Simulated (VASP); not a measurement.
# ScAs3 (Pm-3m) in VASP: further runs, part 2 of 2

VASP 6.6.1.

### 4 Single point, PBE

This run uses another cell than the first one, of 19.12 Å³/atom.

Input file INCAR:

```
SYSTEM = ScAs3
ALGO = Normal ; EDIFF = 1E-6
ENCUT = 500 ; GGA = PE
GGA_COMPAT = .False. ; ISIF = 2
ISMEAR = 1 ; LASPH = .True.
LCHARG = .True. ; LELF = .True.
LREAL = .False. ; LVHAR = .True.
LWAVE = .False. ; NBANDS = 21
NELM = 120 ; PREC = Accurate
SIGMA = 0.001
```

Input file KPOINTS:

```
k-points
0
Gamma
  4 4 4
  0 0 0
```

Input file POSCAR:

```
ScAs3
1.0
    4.2450776286      0.0000000000      0.0000000000
    0.0000000000      4.2450776286      0.0000000000
    0.0000000000      0.0000000000      4.2450776286
Sc As
1 3
Direct
    0.0000000000      0.0000000000      0.0000000000
    0.0000000000      0.5000000000      0.5000000000
    0.5000000000      0.0000000000      0.5000000000
    0.5000000000      0.5000000000      0.0000000000
```

Started as:

```console
$ cat potpaw_PBE.64/Sc_sv/POTCAR potpaw_PBE.64/As/POTCAR > POTCAR
$ mpirun -np 1 vasp_std > vasp.out
```

Run time: 30 s. Hardware: 1 thread of AMD EPYC 7R43 (Zen 3), shared host; peak memory 0.14 GiB.

It converged, with:

```
Free energy            : -21.5754 eV
Pressure               : 0.2 GPa
Band gap on the k mesh : zero (bands 13 and 14 overlap by 2.93 eV)
```

Levels at points of the mesh, in eV from the Fermi level:
```
           k point  band 10  band 11  band 12  band 13  band 14  band 15  band 16  band 17
(0.00, 0.00, 0.00)    -4.76     0.35     0.35     0.35     0.64     0.64     0.64     0.73
(0.50, 0.00, 0.00)    -3.00    -2.01    -1.93    -1.93    -0.82     0.82     1.29     1.29
(0.50, 0.50, 0.00)    -2.69    -2.69    -1.63    -1.41    -1.41     0.98     1.17     1.73
(0.50, 0.50, 0.50)    -5.42    -5.42     0.55     1.52     1.52     1.81     1.81     1.81
```

Caveat: the k points lie up to 0.37 Å⁻¹ apart, too coarse for converged energies and pressures of a metal.

### 5 Relaxation of cell and atoms, PBE

This run uses another cell than the first one, of 19.88 Å³/atom.

Input file INCAR:

```
SYSTEM = ScAs3
ALGO = Normal
EDIFF = 1E-7
EDIFFG = -0.01
ENCUT = 500
GGA = PE
GGA_COMPAT = .False.
IBRION = 2
ISIF = 3
ISMEAR = -1
LASPH = .True.
LCHARG = .False.
LREAL = .False.
LWAVE = .False.
NELM = 120
NELMIN = 4
NSW = 60
PREC = Accurate
SIGMA = 0.1
```

KPOINTS is that of step 4.

Input file POSCAR:

```
ScAs3
1.0
    4.3003140000      0.0000000000      0.0000000000
    0.0000000000      4.3003140000      0.0000000000
    0.0000000000      0.0000000000      4.3003140000
Sc As
1 3
Direct
    0.0000000000      0.0000000000      0.0000000000
    0.0000000000      0.5000000000      0.5000000000
    0.5000000000      0.0000000000      0.5000000000
    0.5000000000      0.5000000000      0.0000000000
```

Started as:

```console
$ cat potpaw_PBE.64/Sc_sv/POTCAR potpaw_PBE.64/As/POTCAR > POTCAR
$ mpirun -np 1 vasp_std > vasp.out
```

Run time: 70 s. Hardware: 1 thread of AMD EPYC 7R43 (Zen 3), shared host; peak memory 0.15 GiB.

Results (log left out):

```yaml
Free_energy: -21.6095 eV
Relaxed_volume: 19.22 Å³/atom
Relaxed_cell: a = 4.252 Å, b = 4.252 Å, c = 4.252 Å, α = 90.00°, β = 90.00°, γ = 90.00°
Space_group_after_relaxing_to_0.1_Å: Pm-3m (No. 221)
Energy_gained_by_relaxing: 5.6 meV/atom
Ionic_steps: 3
Pressure_after_relaxing: 0.0 GPa
Band_gap_on_the_k_mesh: zero (bands 13 and 14 overlap by 2.97 eV)
```

Step by step:
| step | energy change (eV) | largest force (eV/Å) | pressure (GPa) | volume (Å³) |
| --- | --- | --- | --- | --- |
| 1 | 0.0000 | 0.0000 | -2.60 | 79.52 |
| 2 | -0.0189 | 0.0000 | 1.11 | 75.86 |
| 3 | -0.0223 | 0.0000 | 0.01 | 76.86 |

Final structure:
```
Sc As
1.0
     4.25177    0.00000    0.00000
     0.00000    4.25177    0.00000
     0.00000    0.00000    4.25177
Sc As
1 3
Direct
  0.00000 0.00000 0.00000
  0.00000 0.50000 0.50000
  0.50000 0.00000 0.50000
  0.50000 0.50000 0.00000
```

Levels at points of the mesh, in eV from the Fermi level:
| k point | band 9 | band 10 | band 11 | band 12 | band 13 | band 14 | band 15 | band 16 | band 17 |
| --- | --- | --- | --- | --- | --- | --- | --- | --- | --- |
| (0.00, 0.00, 0.00) | -4.87 | -4.87 | 0.23 | 0.23 | 0.23 | 0.56 | 0.56 | 0.56 | 0.64 |
| (0.50, 0.00, 0.00) | -4.24 | -3.08 | -2.14 | -2.04 | -2.04 | -0.96 | 0.74 | 1.16 | 1.16 |
| (0.50, 0.50, 0.00) | -3.03 | -2.79 | -2.79 | -1.77 | -1.53 | -1.53 | 0.89 | 1.09 | 1.64 |
| (0.50, 0.50, 0.50) | -5.52 | -5.52 | -5.52 | 0.45 | 1.44 | 1.44 | 1.72 | 1.72 | 1.72 |

Caveat: the k points lie up to 0.37 Å⁻¹ apart in the final cell, too coarse for converged energies and pressures of a metal.

### 6 Relaxation of cell and atoms, PBE

This run uses another cell than the first one, of 19.88 Å³/atom.

INCAR: that of step 5 with these lines changed.

```diff
@@ -9,3 +9,3 @@
 ISIF = 3
-ISMEAR = -1
+ISMEAR = 1
 LASPH = .True.
@@ -18,2 +18,2 @@
 PREC = Accurate
-SIGMA = 0.1
+SIGMA = 0.001
```

KPOINTS is that of step 5.

POSCAR is that of step 5.

Potentials or basis: VASP PAW PBE potentials, release 64 (Sc_sv, As).

Started as:

```console
$ cat potpaw_PBE.64/Sc_sv/POTCAR potpaw_PBE.64/As/POTCAR > POTCAR
$ mpirun -np 1 vasp_std > vasp.out
```

Run time: 65 s. Hardware: 1 thread of AMD EPYC 7R43 (Zen 3), shared host; peak memory 0.14 GiB.

It converged, with:

- Free energy: -21.5760 eV
- Relaxed volume: 19.17 Å³/atom
- Relaxed cell: a = 4.248 Å, b = 4.248 Å, c = 4.248 Å, α = 90.00°, β = 90.00°, γ = 90.00°
- Space group after relaxing (to 0.1 Å): Pm-3m (No. 221)
- Energy gained by relaxing: 6.6 meV/atom
- Ionic steps: 3
- Pressure after relaxing: 0.0 GPa
- Band gap on the k mesh: zero (bands 13 and 14 overlap by 2.93 eV)

Step by step:
```csv
step,energy change (eV),largest force (eV/Å),pressure (GPa),volume (Å³)
1,0.0000,0.0000,-2.87,79.52
2,-0.0214,0.0000,1.37,75.50
3,-0.0263,0.0000,0.01,76.68
```

Final structure:
```
Sc As
1.0
     4.24833    0.00000    0.00000
     0.00000    4.24833    0.00000
     0.00000    0.00000    4.24833
Sc As
1 3
Direct
  0.00000 0.00000 0.00000
  0.00000 0.50000 0.50000
  0.50000 0.00000 0.50000
  0.50000 0.50000 0.00000
```

Levels at points of the mesh, in eV from the Fermi level:
| k point | band 9 | band 10 | band 11 | band 12 | band 13 | band 14 | band 15 | band 16 | band 17 |
| --- | --- | --- | --- | --- | --- | --- | --- | --- | --- |
| (0.00, 0.00, 0.00) | -4.76 | -4.76 | 0.35 | 0.35 | 0.35 | 0.64 | 0.64 | 0.64 | 0.73 |
| (0.50, 0.00, 0.00) | -4.13 | -2.99 | -2.02 | -1.93 | -1.93 | -0.82 | 0.82 | 1.28 | 1.28 |
| (0.50, 0.50, 0.00) | -2.89 | -2.68 | -2.68 | -1.63 | -1.41 | -1.41 | 0.97 | 1.17 | 1.72 |
| (0.50, 0.50, 0.50) | -5.41 | -5.41 | -5.41 | 0.55 | 1.52 | 1.52 | 1.80 | 1.80 | 1.80 |

Caveat: the k points lie up to 0.37 Å⁻¹ apart in the final cell, too coarse for converged energies and pressures of a metal.

### 7 Summary

| task | cell | smearing | gap on the mesh (eV) | pressure (GPa) | relaxed volume (Å³/atom) |
| --- | --- | --- | --- | --- | --- |
| single point | a = 4.249 Å, 4 atoms | fermi-dirac 0.1 eV | none | 0.2 | - |
| single point | a = 4.245 Å, 4 atoms | methfessel-paxton 0.001 eV | none | 0.2 | - |
| relaxation of cell and atoms | relaxed from a = 4.300 Å, 4 atoms | fermi-dirac 0.1 eV | none | 0.0 | 19.22 |
| relaxation of cell and atoms | relaxed from a = 4.300 Å, 4 atoms | methfessel-paxton 0.001 eV | none | 0.0 | 19.17 |

Alike in all rows: level PBE; potentials or basis VASP PAW PBE potentials, release 64 (Sc_sv, As); no spin polarisation; k mesh 4 × 4 × 4; cutoff (eV) 500.

Caveats: all runs use coarse meshes.

Total energies depend on the potentials used, so only differences within one code and one set of settings carry meaning.
